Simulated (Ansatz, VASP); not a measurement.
# Two plane-wave programs on Al2O3

```
CELL_PARAMETERS angstrom
2.26059 1.30515 4.54822
-2.26059 1.30515 4.54822
0.00000 -2.61031 4.54822
ATOMIC_POSITIONS crystal
Al 0.85192 0.85192 0.85192
Al 0.64808 0.64808 0.64808
Al 0.14808 0.14808 0.14808
Al 0.35192 0.35192 0.35192
O 0.05639 0.44361 0.75000
O 0.75000 0.05639 0.44361
O 0.44361 0.75000 0.05639
O 0.94361 0.55639 0.25000
O 0.25000 0.94361 0.55639
O 0.55639 0.25000 0.94361
```

Change from the starting cell: strain -0.050 along x and y, +0.050 along z, atoms carried along.

Alike in both runs: task single point; functional r2SCAN; k mesh 6 × 6 × 6; occupations gaussian, width 0.05 eV; no spin polarisation.

|  | VASP | Ansatz |
| --- | --- | --- |
| version | VASP 6.6.1 | Ansatz 0.2.0 |
| potentials or method | VASP PAW PBE potentials, release 64 (Al, O), cutoff 520 eV | scalar-relativistic, plane waves, PAW |
| valence electrons in the cell | 48 | 48 |

```csv
,VASP,Ansatz,Ansatz less VASP
gap on the k mesh at the Fermi level (eV),7.36,7.34,-0.020
least direct gap on the mesh (eV),7.36,7.34,-0.020
pressure (GPa),17.2,17.6,+0.41
"traceless stress, the component that is largest in VASP (GPa)",-33.84,-33.65,+0.196
rms of the force components (eV/Å),0.296,0.287,-0.0080
```

VASP's potentials were made for PBE, not for r2SCAN. Atom by atom the forces differ by 0.018 eV/Å (rms over components).
